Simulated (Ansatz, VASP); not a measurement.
**Two plane-wave programs on AlNi**

```
Al Ni
1.0
     2.84644   -0.01328   -0.02367
    -0.01328    2.86582   -0.00013
    -0.02367   -0.00013    2.92475
Al Ni
1 1
Direct
  0.99941 0.00325 0.00329
  0.50286 0.48809 0.50616
```

Alike in both runs: task single point; functional PBE; k mesh 7 × 7 × 7; collinear spin.

|  | VASP | Ansatz |
| --- | --- | --- |
| version | VASP 6.6.1 | Ansatz 0.2.0 |
| potentials or method | VASP PAW PBE potentials, release 64 (Al, Ni), cutoff 520 eV | plane waves, PAW |
| occupations | fermi-dirac, width 0.1 eV | fermi-dirac |
| valence electrons in the cell | 13 | 21 |

|  | VASP | Ansatz | Ansatz less VASP |
| --- | --- | --- | --- |
| pressure (GPa) | 2.6 | 2.6 | 0.00 |
| traceless stress, the component that is largest in VASP (GPa) | 1.92 | 1.91 | -0.010 |
| rms of the force components (eV/Å) | 0.156 | 0.155 | -0.0006 |
| net moment per atom (μB) | 0.00 | 0.00 | 0.000 |

Atom by atom the forces differ by 0.001 eV/Å (rms over components). VASP's potentials hold 13 valence electrons a cell and Ansatz's 21, so a difference there can come from the potentials and not from the codes. Ansatz's warnings: seeded moment not kept, stress scf threshold loose.
